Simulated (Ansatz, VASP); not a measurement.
# Two plane-wave programs on Bi

Contents of INCAR:

```
PREC     = Accurate       # precision mode
ENCUT    = 520            # plane-wave cutoff, eV
EDIFF    = 1E-6           # SCF threshold, eV
ISMEAR   = -1             # smearing method
SIGMA    = 0.1            # smearing width, eV
LREAL    = False          # projectors in reciprocal space
LASPH    = True           # aspherical terms in the spheres
NELM     = 60             # most SCF steps
ALGO     = Normal         # electronic algorithm
ISIF     = 2              # what is computed and relaxed
LWAVE    = False          # write WAVECAR
LCHARG   = True           # write CHGCAR
GGA      = PS             # functional
LELF     = True           # ELF
LVHAR    = True         
NBANDS   = 14             # bands
```

KPOINTS

```
regular mesh
0
Gamma
  12 12 12
```

POSCAR

```
Bi
1.0
    0.0000000000      2.4727365818      2.4727365818
    2.4727365818      0.0000000000      2.4727365818
    2.4727365818      2.4727365818      0.0000000000
Bi
1
Direct
    0.0000000000      0.0000000000      0.0000000000
```

Input for Ansatz:

```yaml
crystal:
  lattice:
    - [0.0, 2.4727365818, 2.4727365818]
    - [2.4727365818, 0.0, 2.4727365818]
    - [2.4727365818, 2.4727365818, 0.0]
  atoms:
    - { symbol: Bi, position: [0.0, 0.0, 0.0] }
hamiltonian:
  xc: pbesol
  pseudopotentials:
    kind: paw
    azcp:
      Bi: "pseudopotentials/Bi.paw.azcp"
basis:
  ecutwfc: 420
  fft_grid_basis: typed
kpoints:
  mp_grid: { grid: [12, 12, 12], shift: [0, 0, 0] }
magnetization:
  spin_polarized: false
scf:
  occupations: { method: fermi_dirac, width: 0.1 }
  lower_state_search: "off"
output:
  stress: true
```

Alike in both runs: task single point; functional PBEsol; k mesh 12 × 12 × 12; occupations fermi-dirac, width 0.1 eV; no spin polarisation.

```csv
,VASP,Ansatz
version,VASP 6.6.1,Ansatz 0.2.0
potentials or method,"VASP PAW PBE potentials, release 64 (Bi_d), cutoff 520 eV","plane waves (420 eV) with PAW, scalar-relativistic"
valence electrons in the cell,15,15
```

VASP gave:

```
pressure (GPa) : -0.3
```

**Question.** What did Ansatz give for the same quantities?

**Answer.** Pressure (GPa): -0.2.

VASP's potentials were made for PBE, not for PBEsol, and Ansatz warns of the same on its side.

Neither program's run includes spin-orbit coupling.
